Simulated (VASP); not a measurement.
Set up this calculation in VASP 6.6.1, as the native input.

* Task: single point
* Functional: PBE
* Potentials or basis: VASP PAW PBE potentials, release 64 (Al, Ni)
* Cutoff: 600 eV
* k mesh: 2 × 2 × 2
* Occupations: gaussian, width 0.1 eV
* Spin: no spin polarisation
* Dipole correction: no
* Further INCAR settings: ALGO = Normal; EDIFF = 1e-06; NBANDS = 24

The structure of AlNi3 lies in POSCAR:

```
AlNi3
1.0
    3.5230547267      0.0000000000      0.0000000000
    0.0000000000      3.5230547267      0.0000000000
    0.0000000000      0.0000000000      3.5230547267
Al Ni
1 3
Direct
    0.0000000000      0.0000000000      0.0000000000
    0.0000000000      0.5000000000      0.5000000000
    0.5000000000      0.0000000000      0.5000000000
    0.5000000000      0.5000000000      0.0000000000
```

The input as run:

INCAR

```
PREC = Accurate ; ENCUT = 600
EDIFF = 1E-6 ; ISMEAR = 0
SIGMA = 0.1 ; LREAL = False
LASPH = True ; NELM = 120
ALGO = Normal ; ISIF = 2
LWAVE = False ; LCHARG = False
GGA = PE ; NBANDS = 24
GGA_COMPAT = False
```

KPOINTS

```
regular mesh
0
Gamma
  2 2 2
```

Potentials or basis: VASP PAW PBE potentials, release 64 (Al, Ni).

Launch:

```bash
$ cat potpaw_PBE.64/Al/POTCAR potpaw_PBE.64/Ni/POTCAR > POTCAR
$ mpirun -np 1 vasp_std > vasp.out
```

It gave:

```json
{
  "Pressure": "6.1 GPa"
}
```

Caveat: the k points lie up to 0.89 Å⁻¹ apart.

Wall time 5.5 s on 1 thread of AMD EPYC 9R45 96-Core Processor (Zen 5), with other jobs on the host, peak memory 0.12 GiB.
